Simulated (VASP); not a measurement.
# Cu (P6_3/mmc) in VASP: further runs

The runs below take Cu through single point, with PBEsol.

Program: VASP 6.6.1. These are calculated values, not measurements. Logs are shortened: lines on timing, memory, paths and dates and some standing lists are left out, and cuts for length are marked.

**1. The cell of the first run**

It takes space group P6_3/mmc (No. 194, hexagonal). The conventional cell has a = 2.495 Å, b = 2.495 Å, c = 4.075 Å, α = 90.00°, β = 90.00°, γ = 120.00°. Within 3.3 Å of Cu (site symmetry -6m2) lie 12 Cu at 2.50 Å.

**2. Single point, PBEsol (volume scaled by 0.97, then relaxed in part)**

Input file INCAR:

```
SYSTEM = Cu
PREC = Accurate
ENCUT = 520
EDIFF = 1E-6
ISMEAR = 0
SIGMA = 0.1
LREAL = .FALSE.
LASPH = .TRUE.
NELM = 80
ALGO = Normal
ISIF = 2
LWAVE = .FALSE.
LCHARG = .TRUE.
GGA = PS
LELF = .TRUE.
LVHAR = .TRUE.
NBANDS = 18
```

Input file KPOINTS:

```
Automatic mesh
0
G
  18 18 10
  0 0 0
```

Input file POSCAR:

```
Cu
1.0
    2.4951287692      0.0000000000      0.0000000000
   -1.2475643846      2.1608448999      0.0000000000
    0.0000000000      0.0000000000      4.0749393825
Cu
2
Direct
    0.3333333333      0.6666666667      0.2500000000
    0.6666666667      0.3333333333      0.7500000000
```

Potentials or basis: VASP PAW PBE potentials, release 64 (Cu).

On the command line:

```sh
cat potpaw_PBE.64/Cu/POTCAR > POTCAR
mpirun -np 1 vasp_std > vasp.out
```

OUTCAR:

```text
SYSTEM = Cu
   PREC = Accurate
   ENCUT = 520
   EDIFF = 1E-6
   ISMEAR = 0
   LREAL = .FALSE.
   LASPH = .TRUE.
   NELM = 80
   ISIF = 2
   GGA = PS

 ion  position               nearest neighbor table
   1  0.333  0.667  0.250-   2 2.50   2 2.50   2 2.50   2 2.50   2 2.50   2 2.50
   2  0.667  0.333  0.750-   1 2.50   1 2.50   1 2.50   1 2.50   1 2.50   1 2.50

  LATTYP: Found a hexagonal cell.
 ALAT       =     2.4951287692
 C/A-ratio  =     1.6331579487

  Lattice vectors:

 A1 = (   2.4951287692,   0.0000000000,   0.0000000000)
 A2 = (  -1.2475643846,   2.1608448999,   0.0000000000)
 A3 = (   0.0000000000,   0.0000000000,   4.0749393825)

Analysis of symmetry for initial positions (statically):
=====================================================================
 Subroutine PRICEL returns:
 Original cell was already a primitive cell.

 Routine SETGRP: Setting up the symmetry group for a
 hexagonal supercell.

 Subroutine GETGRP returns: Found 24 space group operations
 (whereof 12 operations were pure point group operations)
 out of a pool of 24 trial point group operations.

The static configuration has the point symmetry D_3d.
 The point group associated with its full space group is D_6h.

Analysis of symmetry for dynamics (positions and initial velocities):
=====================================================================
 Subroutine PRICEL returns:
 Original cell was already a primitive cell.

 Routine SETGRP: Setting up the symmetry group for a
 hexagonal supercell.

 Subroutine GETGRP returns: Found 24 space group operations
 (whereof 12 operations were pure point group operations)
 out of a pool of 24 trial point group operations.

The dynamic configuration has the point symmetry D_3d.
 The point group associated with its full space group is D_6h.

 Subroutine INISYM returns: Found 24 space group operations
 (whereof 12 operations are pure point group operations),
 and found     1 'primitive' translations

----------------------------------------------------------------------------------------

                                     Primitive cell

  volume of cell :      21.9704

  direct lattice vectors                    reciprocal lattice vectors
     2.495128769  0.000000000  0.000000000     0.400780919  0.231390971  0.000000000
    -1.247564385  2.160844900  0.000000000     0.000000000  0.462781942  0.000000000
     0.000000000  0.000000000  4.074939383     0.000000000  0.000000000  0.245402423

  length of vectors
[... 77 lines left out ...]
   LNONCOLLINEAR =      F non collinear calculations
   LSORBIT =      F    spin-orbit coupling
   LASPH  =      T    aspherical Exc in radial PAW
   ENCUT  =  520.0 eV  38.22 Ry    6.18 a.u.   4.64  4.64  7.58*2*pi/ulx,y,z
   NELM   =     80;   NELMIN=  2; NELMDL= -5     # of ELM steps
   EDIFF  = 0.1E-05   stopping-criterion for ELM
   LREAL  =      F    real-space projection
   EDIFFG = 0.1E-04   stopping-criterion for IOM
   NSW    =      0    number of steps for IOM
   IBRION =     -1    ionic relax: 0-MD 1-quasi-New 2-CG
   NFREE  =      0    steps in history (QN), initial steepest desc. (CG)
   ISIF   =      2    stress and relaxation
   ISYM   =      2    0-nonsym 1-usesym 2-fastsym
   POTIM  = 0.5000    time-step for ionic-motion
   TEBEG  =    0.0;   TEEND  =   0.0 temperature during run
   PSTRESS=    0.0 pullay stress
   NELECT =      22.0000    total number of electrons
   NUPDOWN=      -1.0000    fix difference up-down
   EMIN   =  10.00;   EMAX   =-10.00  energy-range for DOS
   EFERMI =   0.00;   METHOD = LEGACY
   ISMEAR =     0;   SIGMA  =   0.10  broadening in eV -4-tet -1-fermi 0-gaus
   EFERMI_NEDOS =   21; number of points for ismear=-14 and -15
   IALGO  =     38    algorithm
   IMIX   =      4    mixing-type and parameters
     AMIX     =   0.40;   BMIX     =  1.00
     AMIX_MAG =   1.60;   BMIX_MAG =  1.00
  volume/ion in A,a.u.               =      10.99        74.13
  Fermi-wavevector in a.u.,A,eV,Ry     =   1.637834  3.095057 36.497621  2.682499
  Thomas-Fermi vector in A             =   2.728907
   LORBIT       =      0    0 simple, 1 ext, 2 COOP (PROOUT), +10 PAW based schemes
   GGA     = PS    functional components
   LHFCALC =     F    Hartree Fock is set to
   AEXX    =    0.0000 exact exchange contribution
   IVDW    =     0    specifies the selected vdW correction
   LEPSILON=     F    determine dielectric tensor
   LRPA    =     F    only Hartree local field effects (RPA)
 non-spin polarized calculation
 Gauss-broadening in eV      SIGMA  =   0.10
  energy-cutoff  :      520.00
  volume of cell :       21.97
 maximum number of plane-waves:       615
 NGX is ok and might be reduce to    20
   NGX =  9   NGY =  9   NGZ = 15

 number of electron      21.9999981 magnetization

 Free energy of the ion-electron system (eV)
  ---------------------------------------------------
  ext. energy  EPLUGINS =         0.00000000
  ---------------------------------------------------
  free energy    TOTEN  =        -8.58175137 eV

  energy without entropy =       -8.57715799  energy(sigma->0) =       -8.57945468

 E-fermi :   8.2599     XC(G=0): -13.3361

 val. band max:        8.2560981462   @ k =   0.2778   0.1111   0.4000
 cond. band min:       8.2613669039   @ k =   0.5000   0.0000   0.1000
 fundamental gap:      0.0052687577
 Fermi energy:         8.2599275834

 k-point     1 :       0.0000    0.0000    0.0000
  band No.  band energies     occupation
      1      -1.6271      2.00000
      2       2.8071      2.00000
      3       5.0630      2.00000
      4       5.1335      2.00000
      5       5.1335      2.00000
      6       5.3680      2.00000
[... 481 lines left out ...]
      5       4.9836      2.00000
      6       5.1585      2.00000
[... 10 lines left out ...]
     17      21.2256      0.00000
     18      27.7540      0.00000

 [... further k-points ...]
[... 5 lines left out ...]
  --------------------------------------------------------------------------------------
  -------------------------------------------------------------------------------------
  Total        0.8489913      0.8489913      0.8458389      0.0000000      0.0000000      0.0000000
  in kB       61.9121796     61.9121796     61.6822948      0.0000000      0.0000000      0.0000000
  external PRESSURE =      61.8355513 kB  Pullay stress =       0.0000000 kB

 VOLUME and BASIS-vectors are now :
 -----------------------------------------------------------------------------
  energy-cutoff  :      520.00
  volume of cell :       21.97
      direct lattice vectors                 reciprocal lattice vectors
     2.495128769  0.000000000  0.000000000     0.400780919  0.231390971  0.000000000
    -1.247564385  2.160844900  0.000000000     0.000000000  0.462781942  0.000000000
     0.000000000  0.000000000  4.074939383     0.000000000  0.000000000  0.245402423

 POSITION                                       TOTAL-FORCE (eV/Angst)
 -----------------------------------------------------------------------------------
     -0.00000      1.44056      1.01873         0.000000     -0.000000      0.000000
      1.24756      0.72028      3.05620        -0.000000      0.000000      0.000000
 -----------------------------------------------------------------------------------
    total drift:                               -0.000000      0.000000     -0.000000

  FREE ENERGIE OF THE ION-ELECTRON SYSTEM (eV)
  ---------------------------------------------------
  free  energy   TOTEN  =        -8.5817513690 eV

  energy  without entropy=       -8.5771579872  energy(sigma->0) =       -8.57945468
```

stdout:

```text
POSCAR found type information on POSCAR Cu
 POSCAR found :  1 types and       2 ions
 scaLAPACK will be used
 -----------------------------------------------------------------------------
|                                                                             |
|                                                                             |
|     You enforced a specific xc type in the INCAR file but a different       |
|     I HOPE YOU KNOW WHAT YOU ARE DOING!                                     |
|                                                                             |
 -----------------------------------------------------------------------------

 LDA part: xc-table for (Slater+PW92), standard interpolation
 POSCAR, INCAR and KPOINTS ok, starting setup
 FFT: planning ... GRIDC
 FFT: planning ... GRID_SOFT
 FFT: planning ... GRID
 WAVECAR not read
 entering main loop
```

It took 42 s on 1 thread of AMD EPYC 9R14 (Zen 4), shared host; peak memory 0.16 GiB.

What came out:

```yaml
Free_energy: -8.5818 eV
Pressure: 6.2 GPa
Band_gap_on_the_k_mesh: zero (band 11 reaches 12.53 eV, above the bottom of band 12 at 6.27 eV)
```

Caveat: the cell differs from its parent crystal (volume scaled by 0.97, then relaxed in part); the PAW data sets were made with another functional, which shifts forces and pressure a little.

**3. Single point, PBEsol**

This run uses another cell than the first one, of 11.32 Å³/atom, 1.031 times its volume.

Input file INCAR:

```
  PREC = Accurate
  ENCUT = 520
  EDIFF = 1E-7
  ISMEAR = 0
  SIGMA = 0.1
  LREAL = False
  LASPH = True
  NELM = 100
  ALGO = Fast
  ISIF = 2
  LWAVE = False
  LCHARG = False
  GGA = PS
  NBANDS = 18
```

Input file KPOINTS:

```
regular mesh
0
Gamma
  18 18 10
```

Input file POSCAR:

```
Cu
1.0
    2.5205910255      0.0000000000      0.0000000000
   -1.2602955127      2.1828958606      0.0000000000
    0.0000000000      0.0000000000      4.1165232687
Cu
2
Direct
    0.3333333333      0.6666666667      0.2500000000
    0.6666666667      0.3333333333      0.7500000000
```

Potentials or basis: VASP PAW PBE potentials, release 64 (Cu).

On the command line:

```sh
cat potpaw_PBE.64/Cu/POTCAR > POTCAR
mpirun -np 1 vasp_std > vasp.out
```

OUTCAR:

```text
PREC = Accurate
   ENCUT = 520
   EDIFF = 1E-7
   ISMEAR = 0
   LREAL = False
   LASPH = True
   NELM = 100
   ISIF = 2
   GGA = PS

 ion  position               nearest neighbor table
   1  0.333  0.667  0.250-   2 2.52   2 2.52   2 2.52   2 2.52   2 2.52   2 2.52
   2  0.667  0.333  0.750-   1 2.52   1 2.52   1 2.52   1 2.52   1 2.52   1 2.52

  LATTYP: Found a hexagonal cell.
 ALAT       =     2.5205910255
 C/A-ratio  =     1.6331579487

  Lattice vectors:

 A1 = (   2.5205910255,   0.0000000000,   0.0000000000)
 A2 = (  -1.2602955127,   2.1828958606,   0.0000000000)
 A3 = (   0.0000000000,   0.0000000000,   4.1165232687)

Analysis of symmetry for initial positions (statically):
=====================================================================
 Subroutine PRICEL returns:
 Original cell was already a primitive cell.

 Routine SETGRP: Setting up the symmetry group for a
 hexagonal supercell.

 Subroutine GETGRP returns: Found 24 space group operations
[... 157 lines left out ...]
   NGX =  9   NGY =  9   NGZ = 15

 number of electron      21.9999982 magnetization

 Free energy of the ion-electron system (eV)
  ---------------------------------------------------
  ext. energy  EPLUGINS =         0.00000000
  ---------------------------------------------------
  free energy    TOTEN  =        -8.59668808 eV

  energy without entropy =       -8.59207012  energy(sigma->0) =       -8.59437910

 E-fermi :   7.8610     XC(G=0): -13.1543

 val. band max:        7.8590900724   @ k =   0.2222   0.2222   0.5000
 cond. band min:       7.8696354539   @ k =   0.5000  -0.0000   0.1000
 fundamental gap:      0.0105453815
 Fermi energy:         7.8610265793

 k-point     1 :       0.0000    0.0000    0.0000
  band No.  band energies     occupation
      1      -1.7843      2.00000
      2       2.5925      2.00000
      3       4.7659      2.00000
      4       4.8343      2.00000
      5       4.8343      2.00000
      6       5.0573      2.00000
[... 481 lines left out ...]
      5       4.6919      2.00000
      6       4.8602      2.00000
[... 10 lines left out ...]
     17      20.4827      0.00000
     18      27.0646      0.00000

 [... further k-points ...]
[... 5 lines left out ...]
  --------------------------------------------------------------------------------------
  -------------------------------------------------------------------------------------
  Total        0.1127396      0.1127396      0.1083974      0.0000000      0.0000000      0.0000000
  in kB        7.9748233      7.9748233      7.6676716      0.0000000      0.0000000      0.0000000
  external PRESSURE =       7.8724394 kB  Pullay stress =       0.0000000 kB

 VOLUME and BASIS-vectors are now :
 -----------------------------------------------------------------------------
  energy-cutoff  :      520.00
  volume of cell :       22.65
      direct lattice vectors                 reciprocal lattice vectors
     2.520591025  0.000000000  0.000000000     0.396732350  0.229053529  0.000000000
    -1.260295513  2.182895861  0.000000000     0.000000000  0.458107058  0.000000000
     0.000000000  0.000000000  4.116523269     0.000000000  0.000000000  0.242923442

 POSITION                                       TOTAL-FORCE (eV/Angst)
 -----------------------------------------------------------------------------------
     -0.00000      1.45526      1.02913         0.000000      0.000000      0.000000
      1.26030      0.72763      3.08739        -0.000000     -0.000000      0.000000
 -----------------------------------------------------------------------------------
    total drift:                                0.000000     -0.000000      0.000000

  FREE ENERGIE OF THE ION-ELECTRON SYSTEM (eV)
  ---------------------------------------------------
  free  energy   TOTEN  =        -8.5966880840 eV

  energy  without entropy=       -8.5920701223  energy(sigma->0) =       -8.59437910
```

OSZICAR:

```text
N       E                     dE             d eps       ncg     rms          rms(c)
DAV:   1     0.119139033232E+03    0.11914E+03   -0.10577E+04  8776   0.221E+03
DAV:   2    -0.487462858682E+01   -0.12401E+03   -0.11779E+03  8010   0.285E+02
DAV:   3    -0.107408827226E+02   -0.58663E+01   -0.56418E+01  8998   0.843E+01
DAV:   4    -0.108041644125E+02   -0.63282E-01   -0.63229E-01  9430   0.934E+00
DAV:   5    -0.108049548601E+02   -0.79045E-03   -0.79042E-03  9900   0.911E-01    0.119E+01
RMM:   6    -0.937403808498E+01    0.14309E+01   -0.12476E+01  9349   0.627E+01    0.659E+00
RMM:   7    -0.862183125295E+01    0.75221E+00   -0.21607E+00  9253   0.271E+01    0.152E+00
RMM:   8    -0.860012902680E+01    0.21702E-01   -0.74459E-02  9792   0.253E+00    0.434E-01
RMM:   9    -0.859640198115E+01    0.37270E-02   -0.17787E-02  9651   0.251E+00    0.521E-02
RMM:  10    -0.859666628111E+01   -0.26430E-03   -0.26266E-03 10002   0.585E-01    0.424E-02
RMM:  11    -0.859667879251E+01   -0.12511E-04   -0.33374E-04 10221   0.186E-01    0.108E-02
RMM:  12    -0.859668673760E+01   -0.79451E-05   -0.81129E-05 11021   0.871E-02    0.523E-03
RMM:  13    -0.859668784434E+01   -0.11067E-05   -0.10490E-05  9987   0.333E-02    0.365E-03
RMM:  14    -0.859668814436E+01   -0.30002E-06   -0.26242E-06  9224   0.134E-02    0.265E-03
RMM:  15    -0.859668808402E+01    0.60343E-07   -0.41166E-07  7796   0.989E-03
   1 F= -.85966881E+01 E0= -.85943791E+01  d E =-.461796E-02
```

stdout:

```text
POSCAR found type information on POSCAR Cu
 POSCAR found :  1 types and       2 ions
 scaLAPACK will be used
 -----------------------------------------------------------------------------
|                                                                             |
|                                                                             |
|     You enforced a specific xc type in the INCAR file but a different       |
|     I HOPE YOU KNOW WHAT YOU ARE DOING!                                     |
|                                                                             |
 -----------------------------------------------------------------------------

 LDA part: xc-table for (Slater+PW92), standard interpolation
 POSCAR, INCAR and KPOINTS ok, starting setup
 FFT: planning ... GRIDC
 FFT: planning ... GRID_SOFT
 FFT: planning ... GRID
 WAVECAR not read
 entering main loop
WARNING in EDDRMM: call to ZHEGV failed, returncode =   8  4     15
WARNING in EDDRMM: call to ZHEGV failed, returncode =   6  3     17
WARNING in EDDRMM: call to ZHEGV failed, returncode =   6  3     18
WARNING in EDDRMM: call to ZHEGV failed, returncode =   8  4     16
 num prob  num prob  num prob  num prob  num prob  num prob  num prob  num prob  num prob  num prob  num prob  num prob  num prob  num prob  num prob  num prob  num prob  num prob  num prob  num prob  num prob  num prob  num prob  num prob RMM:  15    -0.859668808402E+01    0.60343E-07   -0.41166E-07  7796   0.989E-03
```

Wall time 54 s (1 thread of AMD EPYC 9R14 (Zen 4), shared host); peak memory 0.16 GiB.

What came out:

| Property | Result |
| --- | --- |
| Free energy | -8.5967 eV |
| Pressure | 0.8 GPa |
| Band gap on the k mesh | zero (band 11 reaches 12.05 eV, above the bottom of band 12 at 5.92 eV) |

Levels at points of the mesh, in eV from the Fermi level:
| k point | band 7 | band 8 | band 9 | band 10 | band 11 | band 12 | band 13 | band 14 | band 15 | band 16 |
| --- | --- | --- | --- | --- | --- | --- | --- | --- | --- | --- |
| (0.00, 0.00, 0.00) | -2.80 | -2.50 | -2.50 | -1.70 | -1.70 | -1.10 | 4.02 | 21.75 | 22.40 | 22.40 |
| (0.50, 0.00, 0.00) | -2.77 | -1.60 | -1.55 | -1.50 | 0.05 | 1.69 | 7.99 | 8.40 | 10.98 | 11.44 |
| (0.00, 0.00, 0.50) | -3.07 | -3.07 | -1.94 | -1.94 | -1.94 | -1.94 | 12.84 | 12.84 | 22.46 | 22.46 |
| (0.50, 0.00, 0.50) | -1.90 | -1.90 | -1.54 | -1.54 | 0.49 | 0.49 | 5.12 | 5.12 | 16.56 | 16.56 |

Caveat: the PAW data sets were made with another functional, which shifts forces and pressure a little.

[end of part 1 of 2]
